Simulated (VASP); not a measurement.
Here is a VASP 6.6.1 calculation.

INCAR

```
SYSTEM = NbAs
PREC = Accurate ; ENCUT = 520
EDIFF = 1E-6 ; ISMEAR = 0
SIGMA = 0.05 ; LREAL = .FALSE.
LASPH = .TRUE. ; NELM = 100
ALGO = Normal ; ISIF = 2
LWAVE = .FALSE. ; LCHARG = .FALSE.
GGA = PE ; NBANDS = 16
```

Contents of KPOINTS:

```
regular mesh
0
G
  12 12 12
  0 0 0
```

Contents of POSCAR:

```
NbAs
1.0
    0.0000000000      2.6021197451      2.6021197451
    2.6021197451      0.0000000000      2.6021197451
    2.6021197451      2.6021197451      0.0000000000
Nb As
1 1
Direct
    0.5000000000      0.5000000000      0.5000000000
    0.0000000000      0.0000000000      0.0000000000
```

Potentials or basis: VASP PAW PBE potentials, release 64 (Nb_sv, As).

Run with:

```bash
$ cat potpaw_PBE.64/Nb_sv/POTCAR potpaw_PBE.64/As/POTCAR > POTCAR
$ mpirun -np 1 vasp_std > vasp.out
```

Question: Predict the pressure.

Answer: 6.3 GPa.

Question: Predict the band gap on the k mesh.

Answer: Zero (band 9 reaches 10.85 eV, above the bottom of band 10 at 8.88 eV).
